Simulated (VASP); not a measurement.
# Mo2C3 (P4/mmm) in VASP: a series of runs, part 2 of 2

VASP 6.6.1. Earlier steps stand in the parts before.

## (4) Single point, PBE

This run uses another cell than the first one, of 14.18 Å³/atom.

Contents of INCAR:

```
  PREC = Accurate
  ENCUT = 520
  EDIFF = 1E-6
  ISMEAR = 0
  SIGMA = 0.1
  LREAL = F
  LASPH = T
  NELM = 100
  ALGO = Normal
  ISIF = 2
  LWAVE = F
  LCHARG = T
  GGA = PE
  LELF = T
  LVHAR = T
  NBANDS = 28
```

Contents of KPOINTS:

```
regular mesh
0
Gamma
  10 10 8
```

Contents of POSCAR:

```
Mo2C3
1.0
    3.6075996702      0.0000000000      0.0000000000
    0.0000000000      3.6075996702      0.0000000000
    0.0000000000      0.0000000000      5.4486524719
Mo C
2 3
Direct
    0.5000000000      0.0000000000      0.5000000000
    0.0000000000      0.5000000000      0.5000000000
    0.0000000000      0.0000000000      0.2412182114
    0.0000000000      0.0000000000      0.7587817886
    0.0000000000      0.0000000000      0.0000000000
```

Potentials or basis: VASP PAW PBE potentials, release 64 (Mo_sv, C).

On the command line:

```console
> cat potpaw_PBE.64/Mo_sv/POTCAR potpaw_PBE.64/C/POTCAR > POTCAR
> mpirun -np 1 vasp_std > vasp.out
```

OUTCAR:

```text
PREC = Accurate
   ENCUT = 520
   EDIFF = 1E-6
   ISMEAR = 0
   LREAL = F
   LASPH = T
   NELM = 100
   ISIF = 2
   GGA = PE

 ion  position               nearest neighbor table
   1  0.500  0.000  0.500-   3 2.29   4 2.29   3 2.29   4 2.29   2 2.55   2 2.55   2 2.55   2 2.55

   2  0.000  0.500  0.500-   3 2.29   4 2.29   3 2.29   4 2.29   1 2.55   1 2.55   1 2.55   1 2.55

   3  0.000  0.000  0.241-   5 1.31   2 2.29   1 2.29   2 2.29   1 2.29
   4  0.000  0.000  0.759-   5 1.31   2 2.29   1 2.29   2 2.29   1 2.29
   5  0.000  0.000  0.000-   3 1.31   4 1.31

  LATTYP: Found a simple tetragonal cell.
 ALAT       =     3.6075996702
 C/A-ratio  =     1.5103262474

  Lattice vectors:

 A1 = (   3.6075996702,   0.0000000000,   0.0000000000)
 A2 = (   0.0000000000,   3.6075996702,   0.0000000000)
 A3 = (   0.0000000000,   0.0000000000,   5.4486524719)

Analysis of symmetry for initial positions (statically):
=====================================================================
 Subroutine PRICEL returns:
[... 177 lines left out ...]

 E-fermi :   6.4158     XC(G=0): -10.6371

 val. band max:        6.4102231251   @ k =   0.4000   0.0000   0.1250
 cond. band min:       6.4211749274   @ k =   0.4000   0.0000   0.0000
 fundamental gap:      0.0109518023
 Fermi energy:         6.4157923323

 k-point     1 :       0.0000    0.0000    0.0000
  band No.  band energies     occupation
      1     -54.9909      2.00000
      2     -54.5150      2.00000
      3     -29.6425      2.00000
      4     -29.6425      2.00000
      5     -29.0617      2.00000
      6     -28.6187      2.00000
[... 733 lines left out ...]
     27      11.2747      0.00000
     28      12.1440      0.00000

 [... further k-points ...]

------------------------ aborting loop because EDIFF is reached ----------------------------------------

  FORCE on cell =-STRESS in cart. coord.  units (eV):
  Direction    XX          YY          ZZ          XY          YZ          ZX
  --------------------------------------------------------------------------------------
  -------------------------------------------------------------------------------------
  Total        0.1298346      0.1298346      0.1097306      0.0000000      0.0000000      0.0000000
  in kB        2.9334273      2.9334273      2.4792046      0.0000000      0.0000000      0.0000000
  external PRESSURE =       2.7820198 kB  Pullay stress =       0.0000000 kB

 VOLUME and BASIS-vectors are now :
 -----------------------------------------------------------------------------
  energy-cutoff  :      520.00
  volume of cell :       70.91
      direct lattice vectors                 reciprocal lattice vectors
     3.607599670  0.000000000  0.000000000     0.277192619  0.000000000  0.000000000
     0.000000000  3.607599670  0.000000000     0.000000000  0.277192619  0.000000000
     0.000000000  0.000000000  5.448652472     0.000000000  0.000000000  0.183531617

 POSITION                                       TOTAL-FORCE (eV/Angst)
 -----------------------------------------------------------------------------------
      1.80380      0.00000      2.72433         0.000000      0.000000      0.000000
      0.00000      1.80380      2.72433         0.000000      0.000000      0.000000
      0.00000      0.00000      1.31431         0.000000     -0.000000      0.011210
      0.00000      0.00000      4.13434        -0.000000      0.000000     -0.011210
      0.00000      0.00000      0.00000         0.000000      0.000000      0.000000
 -----------------------------------------------------------------------------------
    total drift:                               -0.000000      0.000000      0.000000

  FREE ENERGIE OF THE ION-ELECTRON SYSTEM (eV)
  ---------------------------------------------------
  free  energy   TOTEN  =       -45.0978340365 eV

  energy  without entropy=      -45.0859128441  energy(sigma->0) =      -45.09187344
```

Run time: 78 s. Hardware: 1 thread of Intel Xeon 6975P-C (Granite Rapids), shared host; peak memory 0.29 GiB.

What came out:

| Quantity | Value |
| --- | --- |
| Free energy | -45.0978 eV |
| Pressure | 0.3 GPa |
| Largest force | 0.011 eV/Å |
| Band gap on the k mesh | zero (bands 20 and 21 overlap by 1.67 eV) |

Forces on the atoms (eV/Å):
```
Mo   0.000  0.000  0.000
Mo   0.000  0.000  0.000
C    0.000  0.000  0.011
C    0.000  0.000 -0.011
C    0.000  0.000  0.000
```

Levels at points of the mesh, in eV from the Fermi level:
```
           k point  band 17  band 18  band 19  band 20  band 21  band 22  band 23  band 24
(0.00, 0.00, 0.00)    -3.98    -3.93    -2.19     1.08     1.34     1.34     3.84     4.60
(0.50, 0.00, 0.00)    -2.20    -0.87    -0.61    -0.58    -0.15    -0.08     1.12     1.24
(0.50, 0.50, 0.00)    -3.17    -1.43    -1.43     0.23     0.23     1.48     1.48     1.80
(0.00, 0.00, 0.50)    -1.71    -0.78    -0.78    -0.57    -0.57     1.26     1.77     1.77
(0.50, 0.00, 0.50)    -2.18    -0.87    -0.69    -0.32    -0.18    -0.02     0.22     1.21
(0.50, 0.50, 0.50)    -3.33    -2.23    -2.23     0.45     0.45     2.15     2.24     2.79
```

## (5) Relaxation of cell and atoms, PBE

This run uses another cell than the first one, of 14.27 Å³/atom.

Contents of INCAR:

```
SYSTEM = Mo2C3
ALGO     = Normal         ! electronic algorithm
EDIFF    = 1E-6           ! SCF threshold, eV
EDIFFG   = -0.04          ! ionic threshold
ENCUT    = 600            ! plane-wave cutoff, eV
GGA      = PE             ! functional
IBRION   = 2              ! ionic algorithm
ISIF     = 3              ! what is computed and relaxed
ISMEAR   = 0              ! smearing method
LASPH    = .True.         ! aspherical terms in the spheres
LCHARG   = .False.        ! write CHGCAR
LREAL    = .False.        ! projectors in reciprocal space
LWAVE    = .False.        ! write WAVECAR
NELM     = 80             ! most SCF steps
NSW      = 90             ! ionic steps
PREC     = Accurate       ! precision mode
SIGMA    = 0.1            ! smearing width, eV
```

Contents of KPOINTS:

```
k-points
0
Gamma
  6 6 4
  0 0 0
```

Contents of POSCAR:

```
Mo2C3
1.0
    3.6345666893      0.0000000000      0.0000000000
    0.0000000000      3.6345666893      0.0000000000
    0.0000000000      0.0000000000      5.3998558063
Mo C
2 3
Direct
    0.5000000000      0.0000000000      0.5000000000
    0.0000000000      0.5000000000      0.5000000000
    0.0000000000      0.0000000000      0.2435437945
    0.0000000000      0.0000000000      0.7564562055
    0.0000000000      0.0000000000      0.0000000000
```

On the command line:

```console
> cat potpaw_PBE.64/Mo_sv/POTCAR potpaw_PBE.64/C/POTCAR > POTCAR
> mpirun -np 1 vasp_std > vasp.out
```

It took 2.5 min on 1 thread of Intel Xeon 6975P-C (Granite Rapids), shared host; peak memory 0.23 GiB.

The run converged. Its results:

```yaml
Free_energy: -45.0939 eV
Relaxed_volume: 14.22 Å³/atom
Relaxed_cell: a = 3.615 Å, b = 3.615 Å, c = 5.440 Å, α = 90.00°, β = 90.00°, γ = 90.00°
Space_group_after_relaxing_to_0.1_Å: P4/mmm (No. 123)
Energy_gained_by_relaxing: 1.1 meV/atom
Ionic_steps: 7
Pressure_after_relaxing: 0.0 GPa
Band_gap_on_the_k_mesh: zero (bands 20 and 21 overlap by 1.64 eV)
```

Step by step:
```
step  energy change (eV)  largest force (eV/Å)  pressure (GPa)  volume (Å³)
   1              0.0000                0.1170           -0.39        71.33
   2             -0.0048                0.1284            0.32        70.98
   3             -0.0049                0.1313            0.44        70.91
   4             -0.0043                0.2800           -0.06        71.20
   5             -0.0055                0.0398            0.23        71.03
   6             -0.0051                0.0963           -0.58        71.28
   7             -0.0056                0.0016            0.00        71.10
```

Final structure:
```
CELL_PARAMETERS angstrom
3.61530 0.00000 0.00000
0.00000 3.61530 0.00000
0.00000 0.00000 5.43989
ATOMIC_POSITIONS crystal
Mo 0.50000 0.00000 0.50000
Mo 0.00000 0.50000 0.50000
C 0.00000 0.00000 0.24165
C 0.00000 0.00000 0.75835
C 0.00000 0.00000 0.00000
```

Levels at points of the mesh, in eV from the Fermi level:
```tsv
k point	band 17	band 18	band 19	band 20	band 21	band 22	band 23	band 24
(0.00, 0.00, 0.00)	-3.89	-3.80	-2.06	1.15	1.41	1.41	3.90	4.68
(0.50, 0.00, 0.00)	-2.10	-0.78	-0.50	-0.47	-0.06	-0.01	1.21	1.34
(0.50, 0.50, 0.00)	-3.05	-1.33	-1.33	0.32	0.32	1.58	1.58	1.87
(0.00, 0.00, 0.50)	-1.58	-0.69	-0.69	-0.46	-0.46	1.33	1.84	1.84
(0.50, 0.00, 0.50)	-2.08	-0.77	-0.60	-0.21	-0.09	0.07	0.32	1.29
(0.50, 0.50, 0.50)	-3.22	-2.12	-2.12	0.54	0.54	2.22	2.31	2.84
```

## (6) Summary

| task | cell | k mesh | cutoff (eV) | gap on the mesh (eV) | pressure (GPa) | relaxed volume (Å³/atom) | largest force (eV/Å) |
| --- | --- | --- | --- | --- | --- | --- | --- |
| single point | a = 3.614, b = 3.614, c = 5.445 Å, 5 atoms, atomic positions A | 6 × 6 × 4 | 520 | none | 0.1 | - | 0.02 |
| relaxation of cell and atoms | relaxed from a = 3.831, b = 3.831, c = 5.679 Å, 5 atoms, atomic positions B | 4 × 4 × 4 | 600 | none | 0.0 | 14.26 | 0.01 |
| single point | a = 3.608, b = 3.608, c = 5.449 Å, 5 atoms, atomic positions A | 10 × 10 × 8 | 520 | none | 0.3 | - | 0.01 |
| relaxation of cell and atoms | relaxed from a = 3.635, b = 3.635, c = 5.400 Å, 5 atoms, atomic positions A | 6 × 6 × 4 | 600 | none | 0.0 | 14.22 | - |

Alike in all rows: level PBE; potentials or basis VASP PAW PBE potentials, release 64 (Mo_sv, C); no spin polarisation; smearing gaussian 0.1 eV.

Caveats: some runs use coarse meshes.

Total energies depend on the potentials used, so only differences within one code and one set of settings carry meaning.
